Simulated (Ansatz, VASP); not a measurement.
# Two plane-wave programs on AlGaN2

POSCAR

```
AlGaN2
1.0
    3.1408770487      0.0000000000      0.0000000000
    0.0000000000      3.1408770487      0.0000000000
    0.0000000000      0.0000000000      4.4901955091
Al Ga N
1 1 2
Direct
    0.5000000000      0.5000000000      0.5000000000
    0.0000000000      0.0000000000      0.0000000000
    0.5000000000      0.0000000000      0.7382648100
    0.0000000000      0.5000000000      0.2617351900
```

INCAR.step1

```
  PREC = Accurate
  ENCUT = 520
  ISMEAR = 0
  SIGMA = 0.05
  LREAL = False
  LASPH = True
  NELM = 60
  NBANDS = 21
  GGA = PE
  ALGO = Normal
  EDIFF = 1E-4
  LWAVE = True
  LCHARG = False
```

INCAR.step2

```
  PREC = Accurate
  ENCUT = 520
  EDIFF = 1E-6
  ISMEAR = 0
  SIGMA = 0.05
  LREAL = False
  LASPH = True
  NELM = 60
  ALGO = Normal
  ISIF = 2
  LWAVE = False
  LCHARG = True
  METAGGA = R2SCAN
  LMIXTAU = True
  LELF = True
  LVHAR = True
  NBANDS = 21
  ISTART = 1
```

Contents of KPOINTS:

```
regular mesh
0
Gamma
  8 8 6
```

Input for Ansatz:

```yaml
crystal:
  lattice:
    - [3.1408770487, 0.0, 0.0]
    - [0.0, 3.1408770487, 0.0]
    - [0.0, 0.0, 4.4901955091]
  atoms:
    - { symbol: Al, position: [0.5, 0.5, 0.5] }
    - { symbol: Ga, position: [0.0, 0.0, 0.0] }
    - { symbol: "N", position: [0.5, 0.0, 0.73826481] }
    - { symbol: "N", position: [0.0, 0.5, 0.26173519] }
basis:
  ecutwfc: 500
kpoints:
  mp_grid: { grid: [8, 8, 6] }
hamiltonian:
  xc: r2scan
scf:
  occupations: { method: gaussian, width: 0.05 }
output:
  forces: true
  stress: true
  eigenvalues: true
```

Change from the starting cell: strain +0.000 along x and y, +0.015 along z, atoms carried along.

Alike in both runs: task single point; functional r2SCAN; k mesh 8 × 8 × 6; occupations gaussian, width 0.05 eV; no spin polarisation.

|  | VASP | Ansatz |
| --- | --- | --- |
| version | VASP 6.6.1 | Ansatz 0.2.0 |
| potentials or method | VASP PAW PBE potentials, release 64 (Al, Ga_d, N), cutoff 520 eV | scalar-relativistic, plane waves, PAW |
| valence electrons in the cell | 26 | 26 |

Ansatz gave:

- gap on the k mesh at the Fermi level (eV): 3.22
- least direct gap on the mesh (eV): 3.22
- pressure (GPa): -3.3
- traceless stress, the component that is largest in VASP (GPa): -1.41
- rms of the force components (eV/Å): 0.048

Task: Estimate VASP's values.

Result: gap on the k mesh at the Fermi level (eV): 3.22; least direct gap on the mesh (eV): 3.22; pressure (GPa): -3.0; traceless stress, the component that is largest in VASP (GPa): -1.38; rms of the force components (eV/Å): 0.012.

VASP's potentials were made for PBE, not for r2SCAN. Atom by atom the forces differ by 0.036 eV/Å (rms over components).
